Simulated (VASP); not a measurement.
# Si7Sn (Cm) in VASP: single point with PBEsol

Aim: the single point of Si7Sn with PBEsol.

All numbers are computed with VASP 6.6.1; they aren't measurements. Logs are shortened: lines on timing, memory, paths and dates and some standing lists are left out, and cuts for length are marked.

## 1. The cell of the first run

Symmetry: Cm, No. 8, monoclinic system. Conventional cell: a = 13.054 Å, b = 3.932 Å, c = 6.826 Å, α = 90.00°, β = 99.90°, γ = 90.00°. Sn (site symmetry m) has 4 Si at 2.52 to 2.58 Å within 3.3 Å. Si (site symmetry m) has 4 Si at 2.34 to 2.39 Å within 3.1 Å. Within 3.1 Å of Si (site symmetry m) lie 4 Si at 2.32 to 2.37 Å. Within 3.1 Å of Si (site symmetry m) lie 4 Si at 2.35 to 2.40 Å. Within 3.1 Å of Si (site symmetry m) lie 3 Si at 2.35 to 2.36 Å and 1 Sn at 2.55 Å. Within 3.2 Å of Si (site symmetry m) lie 3 Si at 2.39 Å and 1 Sn at 2.58 Å. Within 3.1 Å of Si (site symmetry m) lie 2 Si at 2.32 to 2.34 Å and 2 Sn at 2.52 Å. Si (site symmetry m) has 4 Si at 2.37 to 2.40 Å within 3.1 Å.

## 2. Single point, PBEsol, non-collinear spin, zero start, spin-orbit coupling

POSCAR

```
Si7Sn
1.0
    0.0000000000     -2.7802830364     -2.7802830364
    2.7885619684      5.5629171393     -2.7826341029
    5.5782794928     -2.7822303563      2.7822303563
Sn Si
1 7
Direct
    0.7492462436      0.4984924871      0.2493924675
    0.5026531251      0.0053062503      0.5065202100
    0.2502706372      0.5005412744      0.7506737978
   -0.0024959813     -0.0049919625     -0.0073698137
    0.8147523293      0.6295046586      0.9186908005
    0.5489643950      0.0979287900      0.1830355106
    0.3205635277      0.6411270553      0.4611209454
    0.0660457234      0.1320914467      0.6879360820
```

INCAR.step1

```
PREC = Accurate
ENCUT = 400
EDIFF = 1E-6
ISMEAR = 0
SIGMA = 0.1
LREAL = False
LASPH = True
NELM = 200
ALGO = Normal
ISIF = 2
LWAVE = False
LCHARG = True
MAGMOM = 0 0 0 0 0 0 0 0 0 0 0 0 0 0 0 0 0 0 0 0 0 0 0 0
LSORBIT = True
GGA_COMPAT = False
LORBMOM = True
GGA = PS
NBANDS = 60
NEDOS = 2001
LORBIT = 11
LUSENCCL = False
```

KPOINTS.step1

```
regular mesh
0
Gamma
  10 10 6
```

INCAR.step2

```
PREC = Accurate
ENCUT = 400
EDIFF = 1E-6
ISMEAR = -5
SIGMA = 0.1
LREAL = False
LASPH = True
NELM = 200
ALGO = Normal
ISIF = 2
LWAVE = False
LCHARG = False
MAGMOM = 0 0 0 0 0 0 0 0 0 0 0 0 0 0 0 0 0 0 0 0 0 0 0 0
LORBIT = 10
LSORBIT = True
GGA_COMPAT = False
LORBMOM = True
GGA = PS
NBANDS = 60
NEDOS = 2001
ICHARG = 11
LUSENCCL = False
```

KPOINTS.step2

```
regular mesh
0
Gamma
  15 15 9
```

Potentials or basis: VASP PAW PBE potentials, release 64 (Sn_d, Si).

The run is started by

```
> cat potpaw_PBE.64/Sn_d/POTCAR potpaw_PBE.64/Si/POTCAR > POTCAR
> cp INCAR.step1 INCAR
> cp KPOINTS.step1 KPOINTS
> mpirun -np 1 vasp_ncl > vasp.out
> cp INCAR.step2 INCAR
> cp KPOINTS.step2 KPOINTS
> mpirun -np 1 vasp_ncl > vasp.out
```

OUTCAR:

```text
PREC = Accurate
   ENCUT = 400
   EDIFF = 1E-6
   ISMEAR = -5
   LREAL = False
   LASPH = True
   NELM = 200
   ISIF = 2
   LORBIT = 10
   LSORBIT = True
   GGA = PS
   ICHARG = 11

 ion  position               nearest neighbor table
   1  0.749  0.498  0.249-   7 2.52   7 2.52   5 2.55   6 2.58
   2  0.503  0.005  0.507-   7 2.34   6 2.39   8 2.39   8 2.39
   3  0.250  0.501  0.751-   7 2.32   5 2.36   5 2.36   8 2.37
   4  0.998  0.995  0.993-   5 2.35   6 2.39   6 2.39   8 2.40
   5  0.815  0.630  0.919-   4 2.35   3 2.36   3 2.36   1 2.55
   6  0.549  0.098  0.183-   2 2.39   4 2.39   4 2.39   1 2.58
   7  0.321  0.641  0.461-   3 2.32   2 2.34   1 2.52   1 2.52
   8  0.066  0.132  0.688-   3 2.37   2 2.39   2 2.39   4 2.40

  LATTYP: Found a base centered monoclinic cell.
 ALAT       =    13.0537643030
 B/A-ratio  =     0.3012092057
 C/A-ratio  =     0.5229397598
 COS(beta)  =    -0.1720104424

  Lattice vectors:

 A1 = (   2.7885619684,   2.7826341029,  -5.5629171393)
 A2 = (   2.7885619684,   5.5629171393,  -2.7826341029)
 A3 = (   5.5782794928,  -2.7822303563,   2.7822303563)

Analysis of symmetry for initial positions (statically):
=====================================================================
 Subroutine PRICEL returns:
 Original cell was already a primitive cell.

 Routine SETGRP: Setting up the symmetry group for a
 base centered monoclinic supercell.

 Subroutine GETGRP returns: Found  2 space group operations
 (whereof  2 operations were pure point group operations)
 out of a pool of  4 trial point group operations.

The static configuration has the point symmetry C_1h.

Analysis of symmetry for dynamics (positions and initial velocities):
=====================================================================
 Subroutine PRICEL returns:
 Original cell was already a primitive cell.

 Routine SETGRP: Setting up the symmetry group for a
 base centered monoclinic supercell.

 Subroutine GETGRP returns: Found  2 space group operations
 (whereof  2 operations were pure point group operations)
 out of a pool of  4 trial point group operations.

The dynamic configuration has the point symmetry C_1h.

Analysis of structural, dynamic, and magnetic symmetry:
=====================================================================
 Subroutine PRICEL returns:
 Original cell was already a primitive cell.

 Routine SETGRP: Setting up the symmetry group for a
 base centered monoclinic supercell.

 Subroutine GETGRP returns: Found  2 space group operations
 (whereof  2 operations were pure point group operations)
 out of a pool of  4 trial point group operations.

The overall configuration has the point symmetry C_1h.

 Subroutine INISYM returns: Found  2 space group operations
 (whereof  2 operations are pure point group operations),
 and found     1 'primitive' translations

----------------------------------------------------------------------------------------

                                     Primitive cell

  volume of cell :     172.5740

  direct lattice vectors                    reciprocal lattice vectors
     0.000000000 -2.780283036 -2.780283036     0.044823598 -0.134902893 -0.224772719
     2.788561968  5.562917139 -2.782634103     0.089647196  0.089869826 -0.089869826
     5.578279493 -2.782230356  2.782230356     0.134452431 -0.044925605  0.044925605

  length of vectors
     3.931913977  6.816537061  6.826332369     0.265952478  0.155530676  0.148708023

  position of ions in fractional coordinates (direct lattice)
     0.749246244  0.498492487  0.249392468
     0.502653125  0.005306250  0.506520210
     0.250270637  0.500541274  0.750673798
     0.997504019  0.995008037  0.992630186
     0.814752329  0.629504659  0.918690801
     0.548964395  0.097928790  0.183035511
     0.320563528  0.641127055  0.461120945
     0.066045723  0.132091447  0.687936082

  ion indices of the primitive-cell ions
   primitive index   ion index
                 1           1
                 2           2
                 3           3
                 4           4
                 5           5
                 6           6
                 7           7
                 8           8

----------------------------------------------------------------------------------------

 KPOINTS: regular mesh

Automatic generation of k-mesh.
 Grid dimensions read from file:
 generate k-points for:   15   15    9

 Generating k-lattice:

  Cartesian coordinates                     Fractional coordinates (reciprocal lattice)
     0.002988240 -0.008993526 -0.014984848     0.066666667  0.000000000 -0.000000000
     0.005976480  0.005991322 -0.005991322     0.000000000  0.066666667  0.000000000
     0.014939159 -0.004991734  0.004991734     0.000000000 -0.000000000  0.111111111
[... 111 lines left out ...]
 Fermi energy:         6.1283966651

 k-point     1 :       0.0000    0.0000    0.0000
  band No.  band energies     occupation
      1     -15.6725      1.00000
      2     -15.6725      1.00000
      3     -15.6637      1.00000
      4     -15.6637      1.00000
      5     -14.6668      1.00000
      6     -14.6668      1.00000
[... 1357 lines left out ...]
     53       9.2338      0.00000
     54       9.2749      0.00000

 [... further k-points ...]

 [bands above 54 left out]

------------------------ aborting loop because EDIFF is reached ----------------------------------------

  FORCE on cell =-STRESS in cart. coord.  units (eV):
  Direction    XX          YY          ZZ          XY          YZ          ZX
  --------------------------------------------------------------------------------------
  -------------------------------------------------------------------------------------
  Total        0.0566382      0.0538008      0.0538008      0.0027786     -0.0121159     -0.0027786
  in kB        0.5258294      0.4994868      0.4994868      0.0257965     -0.1124836     -0.0257965
  external PRESSURE =       0.5082677 kB  Pullay stress =       0.0000000 kB

 VOLUME and BASIS-vectors are now :
 -----------------------------------------------------------------------------
  energy-cutoff  :      400.00
  volume of cell :      172.57
      direct lattice vectors                 reciprocal lattice vectors
     0.000000000 -2.780283036 -2.780283036     0.044823598 -0.134902893 -0.224772719
     2.788561968  5.562917139 -2.782634103     0.089647196  0.089869826 -0.089869826
     5.578279493 -2.782230356  2.782230356     0.134452431 -0.044925605  0.044925605

 POSITION                                       TOTAL-FORCE (eV/Angst)
 -----------------------------------------------------------------------------------
      2.78126     -0.00391     -2.77637         0.001945      0.000942     -0.000942
      2.84031     -2.77726     -0.00303         0.000491      0.001311     -0.001311
      5.58326      0.00010     -0.00010         0.000128     -0.003377      0.003377
      8.31181      0.00008     -2.78036         0.002003      0.001805     -0.001805
      6.88013     -1.31937     -1.46091         0.007418     -0.008134      0.008134
      1.29410     -1.49075     -1.28953         0.006771      0.006850     -0.006850
      4.36008      1.39233     -1.39233        -0.019461      0.001117     -0.001117
      4.20584     -1.36281      1.36281         0.000703     -0.000513      0.000513
 -----------------------------------------------------------------------------------
    total drift:                                0.000574      0.000390     -0.000552

  FREE ENERGIE OF THE ION-ELECTRON SYSTEM (eV)
  ---------------------------------------------------
  free  energy   TOTEN  =       -43.9980309349 eV

  energy  without entropy=      -43.9980309349  energy(sigma->0) =      -43.99803093

 orbital moment (x)

 # of ion     p       d       tot
 ----------------------------------------
  1        -0.000   0.000  -0.000
  2         0.000   0.000   0.000
  3         0.000   0.000   0.000
  4         0.000   0.000   0.000
  5        -0.000   0.000  -0.000
  6        -0.000   0.000  -0.000
  7        -0.000   0.000  -0.000
  8         0.000   0.000   0.000
 ----------------------------------------
           -0.000   0.000  -0.000

 orbital moment (y)

 # of ion     p       d       tot
 ----------------------------------------
  1        -0.000   0.000  -0.000
  2        -0.000   0.000  -0.000
  3        -0.000   0.000  -0.000
  4        -0.000   0.000  -0.000
  5        -0.000   0.000  -0.000
  6         0.000   0.000   0.000
  7        -0.000   0.000  -0.000
  8         0.000   0.000   0.000
 ----------------------------------------
           -0.000   0.000  -0.000

 orbital moment (z)

 # of ion     p       d       tot
 ----------------------------------------
  1        -0.000   0.000  -0.000
  2        -0.000   0.000  -0.000
  3        -0.000   0.000  -0.000
  4        -0.000   0.000  -0.000
  5        -0.000   0.000  -0.000
  6         0.000   0.000   0.000
  7        -0.000   0.000  -0.000
  8         0.000   0.000   0.000
 ----------------------------------------
           -0.000   0.000  -0.000

 Spin-Orbit-Coupling matrix elements

 Ion:    1  E_soc:     -0.1095584
 l=   1
     0.0000000    -0.0119266    -0.0118002
    -0.0119266     0.0000000    -0.0118002
    -0.0118002    -0.0118002     0.0000000
 l=   2
     0.0000000    -0.0013265     0.0000000    -0.0013345    -0.0050900
    -0.0013265     0.0000000    -0.0038135    -0.0013265    -0.0012712
     0.0000000    -0.0038135     0.0000000    -0.0038174     0.0000000
    -0.0013345    -0.0013265    -0.0038174     0.0000000    -0.0012726
    -0.0050900    -0.0012712     0.0000000    -0.0012726     0.0000000
 l=   3
     0.0000000     0.0000000     0.0000000     0.0000000     0.0000000     0.0000000     0.0000000
     0.0000000     0.0000000     0.0000000     0.0000000     0.0000000     0.0000000     0.0000000
     0.0000000     0.0000000     0.0000000     0.0000000     0.0000000     0.0000000     0.0000000
     0.0000000     0.0000000     0.0000000     0.0000000     0.0000000     0.0000000     0.0000000
[... 129 lines left out ...]
 l=   2
     0.0000000     0.0000000     0.0000000     0.0000000     0.0000000
     0.0000000     0.0000000     0.0000000     0.0000000     0.0000000
     0.0000000     0.0000000     0.0000000     0.0000000     0.0000000
     0.0000000     0.0000000     0.0000000     0.0000000     0.0000000
     0.0000000     0.0000000     0.0000000     0.0000000     0.0000000
 l=   3
     0.0000000     0.0000000     0.0000000     0.0000000     0.0000000     0.0000000     0.0000000
     0.0000000     0.0000000     0.0000000     0.0000000     0.0000000     0.0000000     0.0000000
     0.0000000     0.0000000     0.0000000     0.0000000     0.0000000     0.0000000     0.0000000
     0.0000000     0.0000000     0.0000000     0.0000000     0.0000000     0.0000000     0.0000000
     0.0000000     0.0000000     0.0000000     0.0000000     0.0000000     0.0000000     0.0000000
     0.0000000     0.0000000     0.0000000     0.0000000     0.0000000     0.0000000     0.0000000
     0.0000000     0.0000000     0.0000000     0.0000000     0.0000000     0.0000000     0.0000000

 total charge

# of ion       s       p       d       tot
------------------------------------------
    1        1.125   1.400  10.005  12.530
    2        0.753   0.907   0.000   1.659
    3        0.752   0.934   0.000   1.686
    4        0.753   0.905   0.000   1.658
    5        0.758   0.925   0.000   1.683
    6        0.757   0.899   0.000   1.656
    7        0.762   0.941   0.000   1.702
    8        0.753   0.905   0.000   1.658
--------------------------------------------------
tot          6.412   7.815  10.005  24.232

 magnetization (x)

# of ion       s       p       d       tot
------------------------------------------
    1        0.000   0.000   0.000   0.000
    2        0.000   0.000   0.000   0.000
    3        0.000   0.000   0.000   0.000
    4        0.000   0.000   0.000   0.000
    5        0.000   0.000   0.000   0.000
    6        0.000   0.000   0.000   0.000
    7        0.000   0.000   0.000   0.000
    8        0.000   0.000   0.000   0.000
--------------------------------------------------
tot          0.000   0.000   0.000   0.000

 magnetization (y)

# of ion       s       p       d       tot
------------------------------------------
    1        0.000   0.000  -0.000   0.000
    2       -0.000   0.000   0.000   0.000
    3        0.000   0.000   0.000   0.000
    4       -0.000   0.000   0.000  -0.000
    5        0.000  -0.000   0.000  -0.000
    6       -0.000  -0.000   0.000  -0.000
    7        0.000   0.000   0.000   0.000
    8       -0.000  -0.000   0.000  -0.000
--------------------------------------------------
tot         -0.000   0.000  -0.000  -0.000

 magnetization (z)

# of ion       s       p       d       tot
------------------------------------------
    1        0.000   0.000  -0.000   0.000
    2       -0.000   0.000   0.000   0.000
    3        0.000   0.000   0.000   0.000
    4       -0.000   0.000   0.000  -0.000
    5        0.000  -0.000   0.000  -0.000
    6       -0.000  -0.000   0.000  -0.000
    7        0.000   0.000   0.000   0.000
    8       -0.000  -0.000   0.000  -0.000
--------------------------------------------------
tot         -0.000   0.000  -0.000  -0.000
```

It took 83 min on 1 × NVIDIA H100 80GB with 1 thread of AMD EPYC 7R13 (Zen 3), shared host; peak memory 8.5 GiB.

What came out:

```yaml
Net_moment: 0.00 μB per cell
Valence_electrons_inside_the_program's_atomic_spheres: Sn 12.53; Si 1.66, 1.69, 1.68, 1.70 (each value once)
```

Moments on the atoms (μB; x, y, z):
```
Sn  0.00 0.00 0.00
Si  0.00 0.00 0.00
Si  0.00 0.00 0.00
Si  0.00 0.00 0.00
Si  0.00 0.00 0.00
Si  0.00 0.00 0.00
Si  0.00 0.00 0.00
Si  0.00 0.00 0.00
```

Caveat: the PAW data sets were made with another functional, which shifts forces and pressure a little.
